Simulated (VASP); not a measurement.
Here is a VASP 6.6.1 calculation.

Contents of INCAR:

```
SYSTEM = TiC
PREC = Accurate
ENCUT = 910
EDIFF = 1E-6
ISMEAR = -1
SIGMA = 0.05
LREAL = .False.
LASPH = .True.
NELM = 200
ALGO = Normal
ISIF = 2
LWAVE = .False.
LCHARG = .False.
LMAXMIX = 4
LDAU = .True.
LDAUTYPE = 2
LDAUL = 2 -1
LDAUU = 5 0
LDAUJ = 0 0
LDAUPRINT = 1
GGA = PE
NBANDS = 15
GGA_COMPAT = .False.
```

File KPOINTS:

```
Automatic mesh
0
Gamma
  11 11 11
  0 0 0
```

POSCAR

```
TiC
1.0
    0.0000000000      2.1925531826      2.1925531826
    2.1925531826      0.0000000000      2.1925531826
    2.1925531826      2.1925531826      0.0000000000
Ti C
1 1
Direct
    0.0000000000      0.0000000000      0.0000000000
    0.5000000000      0.5000000000      0.5000000000
```

Potentials or basis: VASP PAW PBE potentials, release 64 (Ti_sv, C_h).

Command:

```console
$ cat potpaw_PBE.64/Ti_sv/POTCAR potpaw_PBE.64/C_h/POTCAR > POTCAR
$ mpirun -np 1 vasp_std > vasp.out
```

**Question.** What does it give for the band gap on the k mesh?

**Answer.** Zero (band 8 reaches 11.11 eV, above the bottom of band 9 at 9.44 eV).

**Question.** Predict the pressure.

**Answer.** 4.4 GPa.

Eigenvalues of the final occupation matrices:
```
    site  spin  trace               eigenvalues
site 1 d     1   0.88  0.11 0.11 0.11 0.28 0.28
site 1 d     2   0.88  0.11 0.11 0.11 0.28 0.28
```

Caveat: the cutoff is under 1.25 times the usual one of these potentials, so pressure, stress and relaxed cells hold a basis-set (Pulay) error; U without spin polarisation on a metal has little footing; the U is typed as a test and isn't derived for this compound.
